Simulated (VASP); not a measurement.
Here is a VASP 6.6.1 calculation.

Contents of INCAR:

```
ALGO = Normal
EDIFF = 1E-6
ENCUT = 520
GGA = PS
ISIF = 2
ISMEAR = -1
LASPH = T
LCHARG = F
LREAL = F
LWAVE = F
NBANDS = 29
NELM = 60
PREC = Accurate
SIGMA = 0.05
```

KPOINTS

```
k-points
0
Gamma
  7 7 7
```

POSCAR

```
KZnF3
1.0
    4.1294319308      0.0000000000      0.0000000000
    0.0000000000      4.1294319308      0.0000000000
    0.0000000000      0.0000000000      4.1294319308
Zn K F
1 1 3
Direct
    0.5000000000      0.5000000000      0.5000000000
    0.0000000000      0.0000000000      0.0000000000
    0.5000000000      0.0000000000      0.5000000000
    0.0000000000      0.5000000000      0.5000000000
    0.5000000000      0.5000000000      0.0000000000
```

Potentials or basis: VASP PAW PBE potentials, release 64 (Zn, K_sv, F).

Run with:

```console
$ cat potpaw_PBE.64/Zn/POTCAR potpaw_PBE.64/K_sv/POTCAR potpaw_PBE.64/F/POTCAR > POTCAR
$ mpirun -np 1 vasp_std > vasp.out
```

What does it give for the pressure?

-3.7 GPa.

Predict the band gap on the k mesh.

3.60 eV, indirect (least direct gap 5.03 eV).

Caveat: the PAW data sets were made with another functional, which shifts forces and pressure a little. A k mesh can miss the band edges.
